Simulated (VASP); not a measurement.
# GaSb2 (P4/mmm) in VASP: further runs

Runs on GaSb2. Level: PBE. Tasks: single point, relaxation of cell and atoms.

Everything below comes from runs of VASP 6.6.1. Logs are shortened: lines on timing, memory, paths and dates and some standing lists are left out, and cuts for length are marked.

## 1. The cell of the first run

The structure is tetragonal, space group P4/mmm (No. 123). The conventional cell has a = 3.552 Å, b = 3.552 Å, c = 6.548 Å, α = 90.00°, β = 90.00°, γ = 90.00°. Within 4.0 Å of Ga (site symmetry 4/mmm) lie 8 Sb at 3.06 Å and 4 Ga at 3.55 Å. Sb (site symmetry 4mm) has 6 Sb at 3.04 to 3.55 Å and 4 Ga at 3.06 Å within 4.0 Å.

The cell was generated, and may not be a known phase.

## 2. Single point, PBE

Contents of INCAR:

```
  PREC = Accurate
  ENCUT = 520
  EDIFF = 1E-6
  ISMEAR = 0
  SIGMA = 0.1
  LREAL = False
  LASPH = True
  NELM = 80
  ALGO = Normal
  ISIF = 2
  LWAVE = False
  LCHARG = False
  GGA = PE
  NBANDS = 18
```

Contents of KPOINTS:

```
regular mesh
0
Gamma
  6 6 4
```

Contents of POSCAR:

```
GaSb2
1.0
    3.5518058191      0.0000000000      0.0000000000
    0.0000000000      3.5518058191      0.0000000000
    0.0000000000      0.0000000000      6.5481427006
Ga Sb
1 2
Direct
    0.0000000000      0.0000000000      0.0000000000
    0.5000000000      0.5000000000      0.2678095114
    0.5000000000      0.5000000000      0.7321904886
```

Potentials or basis: VASP PAW PBE potentials, release 64 (Ga_d, Sb).

Launch:

```bash
cat potpaw_PBE.64/Ga_d/POTCAR potpaw_PBE.64/Sb/POTCAR > POTCAR
mpirun -np 1 vasp_std > vasp.out
```

OUTCAR:

```text
PREC = Accurate
   ENCUT = 520
   EDIFF = 1E-6
   ISMEAR = 0
   LREAL = False
   LASPH = True
   NELM = 80
   ISIF = 2
   GGA = PE

 ion  position               nearest neighbor table
   1  0.000  0.000  0.000-   2 3.06   3 3.06   2 3.06   3 3.06   2 3.06   3 3.06   2 3.06   3 3.06

   2  0.500  0.500  0.268-   3 3.04   1 3.06   1 3.06   1 3.06   1 3.06   3 3.51
   3  0.500  0.500  0.732-   2 3.04   1 3.06   1 3.06   1 3.06   1 3.06   2 3.51

  LATTYP: Found a simple tetragonal cell.
 ALAT       =     3.5518058191
 C/A-ratio  =     1.8436094297

  Lattice vectors:

 A1 = (   3.5518058191,   0.0000000000,   0.0000000000)
 A2 = (   0.0000000000,   3.5518058191,   0.0000000000)
 A3 = (   0.0000000000,   0.0000000000,   6.5481427006)

Analysis of symmetry for initial positions (statically):
=====================================================================
 Subroutine PRICEL returns:
 Original cell was already a primitive cell.

 Routine SETGRP: Setting up the symmetry group for a
 simple tetragonal supercell.

 Subroutine GETGRP returns: Found 16 space group operations
 (whereof 16 operations were pure point group operations)
 out of a pool of 16 trial point group operations.

The static configuration has the point symmetry D_4h.

Analysis of symmetry for dynamics (positions and initial velocities):
=====================================================================
 Subroutine PRICEL returns:
 Original cell was already a primitive cell.

 Routine SETGRP: Setting up the symmetry group for a
 simple tetragonal supercell.

 Subroutine GETGRP returns: Found 16 space group operations
 (whereof 16 operations were pure point group operations)
 out of a pool of 16 trial point group operations.

The dynamic configuration has the point symmetry D_4h.

 Subroutine INISYM returns: Found 16 space group operations
 (whereof 16 operations are pure point group operations),
 and found     1 'primitive' translations

----------------------------------------------------------------------------------------

                                     Primitive cell

  volume of cell :      82.6069

  direct lattice vectors                    reciprocal lattice vectors
     3.551805819  0.000000000  0.000000000     0.281546923  0.000000000  0.000000000
     0.000000000  3.551805819  0.000000000     0.000000000  0.281546923  0.000000000
     0.000000000  0.000000000  6.548142701     0.000000000  0.000000000  0.152715059

  length of vectors
     3.551805819  3.551805819  6.548142701     0.281546923  0.281546923  0.152715059

  position of ions in fractional coordinates (direct lattice)
     0.000000000  0.000000000  0.000000000
     0.500000000  0.500000000  0.267809511
     0.500000000  0.500000000  0.732190489

  ion indices of the primitive-cell ions
   primitive index   ion index
                 1           1
                 2           2
                 3           3

----------------------------------------------------------------------------------------

 KPOINTS: regular mesh

Automatic generation of k-mesh.
 Grid dimensions read from file:
 generate k-points for:    6    6    4

 Generating k-lattice:

  Cartesian coordinates                     Fractional coordinates (reciprocal lattice)
     0.046924487  0.000000000  0.000000000     0.166666667  0.000000000  0.000000000
     0.000000000  0.046924487  0.000000000     0.000000000  0.166666667  0.000000000
     0.000000000  0.000000000  0.038178765     0.000000000  0.000000000  0.250000000

  Length of vectors
     0.046924487  0.046924487  0.038178765

  Shift w.r.t. Gamma in fractional coordinates (k-lattice)
     0.000000000  0.000000000  0.000000000

 Subroutine IBZKPT returns following result:
 ===========================================

 Found     30 irreducible k-points:

 Following reciprocal coordinates:
            Coordinates               Weight
  0.000000  0.000000  0.000000      1.000000
  0.166667  0.000000  0.000000      4.000000
  0.333333  0.000000  0.000000      4.000000
  0.500000  0.000000  0.000000      2.000000
[... 42 lines left out ...]
  free energy    TOTEN  =       -10.63492763 eV

  energy without entropy =      -10.62769008  energy(sigma->0) =      -10.63130886

 E-fermi :   6.2876     XC(G=0):  -9.7163

 val. band max:        6.2729297054   @ k =   0.5000   0.5000   0.5000
 cond. band min:       6.2923379335   @ k =   0.1667   0.1667   0.0000
 fundamental gap:      0.0194082281
 Fermi energy:         6.2876027059

 k-point     1 :       0.0000    0.0000    0.0000
  band No.  band energies     occupation
      1      -8.5798      2.00000
      2      -8.5508      2.00000
      3      -8.5377      2.00000
      4      -8.5377      2.00000
      5      -8.5269      2.00000
      6      -5.6842      2.00000
[... 10 lines left out ...]
     17      11.5293      0.00000
     18      12.0281      0.00000

 k-point     2 :       0.1667    0.0000    0.0000
  band No.  band energies     occupation
      1      -8.5708      2.00000
      2      -8.5498      2.00000
      3      -8.5436      2.00000
      4      -8.5364      2.00000
      5      -8.5329      2.00000
      6      -5.3926      2.00000
[... 10 lines left out ...]
     17      12.0184      0.00000
     18      12.3144      0.00000

 k-point     3 :       0.3333    0.0000    0.0000
  band No.  band energies     occupation
      1      -8.5733      2.00000
      2      -8.5612      2.00000
      3      -8.5449      2.00000
      4      -8.5340      2.00000
      5      -8.5215      2.00000
      6      -4.5994      2.00000
[... 10 lines left out ...]
     17      12.6643      0.00000
     18      12.6945      0.00000

 k-point     4 :       0.5000    0.0000    0.0000
  band No.  band energies     occupation
      1      -8.5846      2.00000
      2      -8.5585      2.00000
      3      -8.5508      2.00000
      4      -8.5328      2.00000
      5      -8.5086      2.00000
      6      -3.9453      2.00000
[... 375 lines left out ...]
      4      -8.5365      2.00000
      5      -8.5329      2.00000
      6      -4.7781      2.00000
[... 10 lines left out ...]
     17      13.0464      0.00000
     18      13.3645      0.00000

 k-point    23 :       0.3333    0.0000    0.5000
  band No.  band energies     occupation
      1      -8.5750      2.00000
      2      -8.5611      2.00000
      3      -8.5448      2.00000
      4      -8.5340      2.00000
      5      -8.5213      2.00000
      6      -3.8988      2.00000
[... 10 lines left out ...]
     17      11.9401      0.00000
     18      12.6036      0.00000

 k-point    24 :       0.5000    0.0000    0.5000
  band No.  band energies     occupation
      1      -8.5866      2.00000
      2      -8.5584      2.00000
      3      -8.5508      2.00000
      4      -8.5328      2.00000
      5      -8.5084      2.00000
      6      -3.1522      2.00000
[... 10 lines left out ...]
     17      11.5629      0.00000
     18      13.5868      0.00000

 [... further k-points ...]

------------------------ aborting loop because EDIFF is reached ----------------------------------------

  FORCE on cell =-STRESS in cart. coord.  units (eV):
  Direction    XX          YY          ZZ          XY          YZ          ZX
  --------------------------------------------------------------------------------------
  -------------------------------------------------------------------------------------
  Total       -0.0918151     -0.0918151     -0.0910659      0.0000000      0.0000000      0.0000000
  in kB       -1.7807713     -1.7807713     -1.7662409      0.0000000      0.0000000      0.0000000
  external PRESSURE =      -1.7759278 kB  Pullay stress =       0.0000000 kB

 VOLUME and BASIS-vectors are now :
 -----------------------------------------------------------------------------
  energy-cutoff  :      520.00
  volume of cell :       82.61
      direct lattice vectors                 reciprocal lattice vectors
     3.551805819  0.000000000  0.000000000     0.281546923  0.000000000  0.000000000
     0.000000000  3.551805819  0.000000000     0.000000000  0.281546923  0.000000000
     0.000000000  0.000000000  6.548142701     0.000000000  0.000000000  0.152715059

 POSITION                                       TOTAL-FORCE (eV/Angst)
 -----------------------------------------------------------------------------------
      0.00000      0.00000      0.00000         0.000000      0.000000      0.000000
      1.77590      1.77590      1.75365        -0.000000     -0.000000     -0.019934
      1.77590      1.77590      4.79449        -0.000000      0.000000      0.019934
 -----------------------------------------------------------------------------------
    total drift:                               -0.000000      0.000000      0.000000

  FREE ENERGIE OF THE ION-ELECTRON SYSTEM (eV)
  ---------------------------------------------------
  free  energy   TOTEN  =       -10.6349276276 eV

  energy  without entropy=      -10.6276900830  energy(sigma->0) =      -10.63130886
```

Wall time 62 s (1 thread of Intel Xeon 8259CL, shared host); peak memory 0.21 GiB.

Results:

| Quantity | Value |
| --- | --- |
| Free energy | -10.6349 eV |
| Pressure | -0.2 GPa |
| Largest force | 0.020 eV/Å |
| Band gap on the k mesh | zero (an odd number of electrons rules out a gap without spin polarisation) |

Forces on the atoms (eV/Å):
```
Ga   0.000  0.000  0.000
Sb   0.000  0.000 -0.020
Sb   0.000  0.000  0.020
```

Levels at points of the mesh, in eV from the Fermi level:
```csv
k point,band 7,band 8,band 9,band 10,band 11,band 12,band 13,band 14,band 15,band 16
"(0.00, 0.00, 0.00)",-9.48,-6.71,0.02,0.02,0.54,1.73,2.50,2.50,4.56,5.23
"(0.50, 0.00, 0.00)",-7.88,-7.21,-4.47,-3.76,-1.30,1.89,3.58,3.78,4.38,4.61
"(0.50, 0.50, 0.00)",-6.57,-4.37,-4.37,-4.30,-2.67,-1.74,-1.74,1.02,1.44,1.44
"(0.00, 0.00, 0.50)",-10.85,-3.97,-2.82,0.50,0.50,1.42,1.42,1.84,4.14,4.94
"(0.50, 0.00, 0.50)",-9.36,-7.03,-4.65,-1.16,-1.13,0.80,2.49,2.70,3.06,4.42
"(0.50, 0.50, 0.50)",-7.62,-4.27,-3.92,-3.92,-2.85,-2.85,-0.01,0.55,1.08,3.49
```

Caveat: spin-orbit coupling is left out, which moves the levels of the heavy elements.

## 3. Relaxation of cell and atoms, PBE

This run uses another cell than the first one, of 23.24 Å³/atom.

Contents of INCAR:

```
ALGO     = Normal         # electronic algorithm
EDIFF    = 1E-6           # SCF threshold, eV
EDIFFG   = -0.04          # ionic threshold
ENCUT    = 600            # plane-wave cutoff, eV
GGA      = PE             # functional
IBRION   = 2              # ionic algorithm
ISIF     = 3              # what is computed and relaxed
ISMEAR   = 0              # smearing method
LASPH    = T              # aspherical terms in the spheres
LCHARG   = F              # write CHGCAR
LREAL    = F              # projectors in reciprocal space
LWAVE    = F              # write WAVECAR
NELM     = 60             # most SCF steps
NSW      = 90             # ionic steps
PREC     = Accurate       # precision mode
SIGMA    = 0.1            # smearing width, eV
```

Contents of KPOINTS:

```
k-points
0
Gamma
  6 6 4
```

Contents of POSCAR:

```
GaSb2
1.0
    3.3168386000      0.0000000000      0.0000000000
    0.0000000000      3.3168386000      0.0000000000
    0.0000000000      0.0000000000      6.3370892400
Ga Sb
1 2
Direct
    0.0000000000      0.0000000000      0.0000000000
    0.5000000000      0.5000000000      0.2700000100
    0.5000000000      0.5000000000      0.7299999900
```

Potentials or basis: VASP PAW PBE potentials, release 64 (Ga_d, Sb).

Launch:

```bash
cat potpaw_PBE.64/Ga_d/POTCAR potpaw_PBE.64/Sb/POTCAR > POTCAR
mpirun -np 1 vasp_std > vasp.out
```

Run time: 7.5 min. Hardware: 1 thread of Intel Xeon 8259CL, shared host; peak memory 0.23 GiB.

The run converged. Its results:

* Free energy: -10.6336 eV
* Relaxed volume: 27.47 Å³/atom
* Relaxed cell: a = 3.544 Å, b = 3.544 Å, c = 6.560 Å, α = 90.00°, β = 90.00°, γ = 90.00°
* Space group after relaxing (to 0.1 Å): P4/mmm (No. 123)
* Energy gained by relaxing: 128.6 meV/atom
* Ionic steps: 11
* Pressure after relaxing: -0.1 GPa
* Largest force after relaxing: 0.032 eV/Å
* Band gap on the k mesh: zero (an odd number of electrons rules out a gap without spin polarisation)

Forces on the atoms (eV/Å):
```
Ga   0.000  0.000  0.000
Sb   0.000  0.000 -0.032
Sb   0.000  0.000  0.032
```

Stress tensor (GPa, compression positive):
```
-0.08  0.00  0.00
 0.00 -0.08  0.00
 0.00  0.00 -0.23
```

Step by step:
```
step  energy change (eV)  largest force (eV/Å)  pressure (GPa)  volume (Å³)
   1              0.0000                0.4578           11.36        69.72
   2             -0.3201                0.0323           -2.80        87.70
   3             -0.3772                0.0269            0.02        81.77
   4             -0.3771                0.0210           -0.12        82.02
   5             -0.3803                0.0233           -0.10        82.05
   6             -0.3823                0.0755           -0.06        82.08
   7             -0.3824                0.0916           -0.08        82.09
   8             -0.3833                0.0811            0.09        81.89
   9             -0.3838                0.0731            0.23        81.71
  10             -0.3845                0.0624            0.13        81.88
  11             -0.3857                0.0320           -0.13        82.40
```

Final structure:
```
CELL_PARAMETERS angstrom
3.54413 0.00000 0.00000
0.00000 3.54413 0.00000
0.00000 0.00000 6.55972
ATOMIC_POSITIONS crystal
Ga 0.00000 0.00000 0.00000
Sb 0.50000 0.50000 0.26899
Sb 0.50000 0.50000 0.73101
```

Levels at points of the mesh, in eV from the Fermi level:
```csv
k point,band 8,band 9,band 10,band 11,band 12,band 13,band 14,band 15
"(0.00, 0.00, 0.00)",-6.75,0.06,0.06,0.58,1.69,2.52,2.52,4.59
"(0.50, 0.00, 0.00)",-7.21,-4.48,-3.78,-1.35,1.93,3.61,3.76,4.44
"(0.50, 0.50, 0.00)",-4.36,-4.36,-4.28,-2.65,-1.76,-1.76,1.01,1.41
"(0.00, 0.00, 0.50)",-4.00,-2.88,0.55,0.55,1.43,1.43,1.92,4.17
"(0.50, 0.00, 0.50)",-7.02,-4.68,-1.18,-1.16,0.76,2.51,2.76,3.02
"(0.50, 0.50, 0.50)",-4.25,-3.90,-3.90,-2.88,-2.88,-0.05,0.54,1.12
```

Caveat: the volume moved by over 15 % at a fixed basis, so the end points are rough; spin-orbit coupling is left out, which moves the levels of the heavy elements.

## 4. Single point, PBE

This run uses another cell than the first one: it holds 6 atoms, not 3.

Contents of INCAR:

```
ALGO = Normal
EDIFF = 1E-6
ENCUT = 520
GGA = PE
ISIF = 2
ISMEAR = 0
LASPH = True
LCHARG = False
LREAL = False
LWAVE = False
NBANDS = 32
NELM = 100
PREC = Accurate
SIGMA = 0.2
```

Contents of KPOINTS:

```
k-points
0
Gamma
  8 4 4
```

Contents of POSCAR:

```
GaSb2
1.0
    3.1673034173      0.0000000000      0.0000000000
    0.0000000000      6.3346068346      0.0000000000
    0.0000000000      0.0000000000      7.9914649014
Ga Sb
2 4
Direct
    1.0000000000      0.0000000000      1.0000000000
    1.0000000000      0.5000000000      1.0000000000
    0.5000000000      0.2500000000      0.3083863664
    0.5000000000      0.7500000000      0.3083863664
    0.5000000000      0.2500000000      0.6916136336
    0.5000000000      0.7500000000      0.6916136336
```

Launch:

```bash
cat potpaw_PBE.64/Ga_d/POTCAR potpaw_PBE.64/Sb/POTCAR > POTCAR
mpirun -np 1 vasp_std > vasp.out
```

It took 5.2 min on 1 thread of Intel Xeon 8259CL, shared host; peak memory 0.37 GiB.

The run converged. Its results:

```yaml
Free_energy: -21.8484 eV
Pressure: -0.3 GPa
Largest_force: 0.036 eV/Å
Band_gap_on_the_k_mesh: zero (bands 23 and 24 overlap by 4.73 eV)
```

Forces in eV/Å, atoms in the order of the input:
```
Ga   0.000  0.000  0.000
Ga   0.000  0.000  0.000
Sb   0.000  0.000  0.036
Sb   0.000  0.000  0.036
Sb   0.000  0.000 -0.036
Sb   0.000  0.000 -0.036
```

Stress tensor (GPa, compression positive):
```
-0.48  0.00  0.00
 0.00 -0.48  0.00
 0.00  0.00  0.13
```

Levels at points of the mesh, in eV from the Fermi level:
```tsv
k point	band 21	band 22	band 23	band 24	band 25	band 26
(0.00, 0.00, 0.00)	-1.51	1.66	1.69	2.84	2.84	3.07
(0.50, 0.00, 0.00)	-2.71	-2.23	-2.23	-0.85	0.45	0.45
(0.00, 0.50, 0.00)	-0.98	-0.98	-0.23	-0.23	2.12	2.12
(0.50, 0.50, 0.00)	-2.73	-2.73	0.21	0.21	1.41	1.41
(0.00, 0.00, 0.50)	-2.14	1.26	2.59	3.19	3.19	3.56
(0.50, 0.00, 0.50)	-2.70	-2.23	-2.19	-2.14	-0.21	1.15
(0.00, 0.50, 0.50)	-1.42	-1.42	2.04	2.04	3.81	3.81
(0.50, 0.50, 0.50)	-1.44	-1.44	-1.33	-1.33	0.36	0.36
```

Caveat: spin-orbit coupling is left out, which moves the levels of the heavy elements.

## 5. Single point, PBE

This run uses another cell than the first one, of 26.72 Å³/atom.

Contents of INCAR:

```
  ALGO = Normal
  EDIFF = 1E-7
  ENCUT = 520
  GGA = PE
  ISIF = 2
  ISMEAR = 0
  LASPH = True
  LCHARG = True
  LELF = True
  LREAL = False
  LVHAR = True
  LWAVE = False
  NBANDS = 18
  NELM = 80
  PREC = Accurate
  SIGMA = 0.1
```

Contents of KPOINTS:

```
k-points
0
Gamma
  14 14 8
```

Contents of POSCAR:

```
GaSb2
1.0
    3.1673034173      0.0000000000      0.0000000000
    0.0000000000      3.1673034173      0.0000000000
    0.0000000000      0.0000000000      7.9914649014
Ga Sb
1 2
Direct
    0.0000000000      0.0000000000      0.0000000000
    0.5000000000      0.5000000000      0.3083863664
    0.5000000000      0.5000000000      0.6916136336
```

Launch:

```bash
cat potpaw_PBE.64/Ga_d/POTCAR potpaw_PBE.64/Sb/POTCAR > POTCAR
mpirun -np 1 vasp_std > vasp.out
```

Wall time 4.5 min (1 thread of Intel Xeon 8259CL, shared host); peak memory 0.38 GiB.

Results (log left out):

```
Free energy            : -10.8789 eV
Pressure               : 0.0 GPa
Largest force          : 0.005 eV/Å
Band gap on the k mesh : zero (an odd number of electrons rules out a gap without spin polarisation)
```

Forces in eV/Å, atoms in the order of the input:
```
Ga   0.000  0.000  0.000
Sb   0.000  0.000 -0.005
Sb   0.000  0.000  0.005
```

Levels at points of the mesh, in eV from the Fermi level:
```csv
k point,band 10,band 11,band 12,band 13,band 14,band 15
"(0.00, 0.00, 0.00)",-1.59,2.76,2.76,4.11,4.11,6.51
"(0.50, 0.00, 0.00)",-4.02,-3.47,1.58,1.61,2.99,4.91
"(0.50, 0.50, 0.00)",-2.78,-2.31,-2.31,-0.93,0.38,0.38
"(0.00, 0.00, 0.50)",2.51,3.10,3.10,3.48,3.48,4.23
"(0.50, 0.00, 0.50)",-2.31,-2.27,-2.22,1.18,4.97,5.00
"(0.50, 0.50, 0.50)",-2.95,-2.95,-2.77,-0.30,1.08,1.08
```

Caveat: spin-orbit coupling is left out, which moves the levels of the heavy elements.

## 6. Summary

```csv
task,cell,k mesh,cutoff (eV),smearing,gap on the mesh (eV),pressure (GPa),largest force (eV/Å)
single point,"a = 3.552, b = 3.552, c = 6.548 Å, 3 atoms, atomic positions A",6 × 6 × 4,520,gaussian 0.1 eV,none,-0.2,0.02
relaxation of cell and atoms,"relaxed from a = 3.317, b = 3.317, c = 6.337 Å, 3 atoms, atomic positions B",6 × 6 × 4,600,gaussian 0.1 eV,none,-0.1,0.03
single point,"a = 3.167, b = 6.335, c = 7.991 Å, 6 atoms, atomic positions C",8 × 4 × 4,520,gaussian 0.2 eV,none,-0.3,0.04
single point,"a = 3.167, b = 3.167, c = 7.991 Å, 3 atoms, atomic positions D",14 × 14 × 8,520,gaussian 0.1 eV,none,0.0,-
```

Alike in all rows: level PBE; potentials or basis VASP PAW PBE potentials, release 64 (Ga_d, Sb); no spin polarisation.

Caveats: spin-orbit coupling is left out, which moves the levels of the heavy elements; the volume moved by over 15 % at a fixed basis, so the end points are rough (at least some runs).

Total energies depend on the potentials used, so only differences within one code and one set of settings carry meaning.

The gap in the log of VASP goes by the Fermi energy; the results here count the filled bands.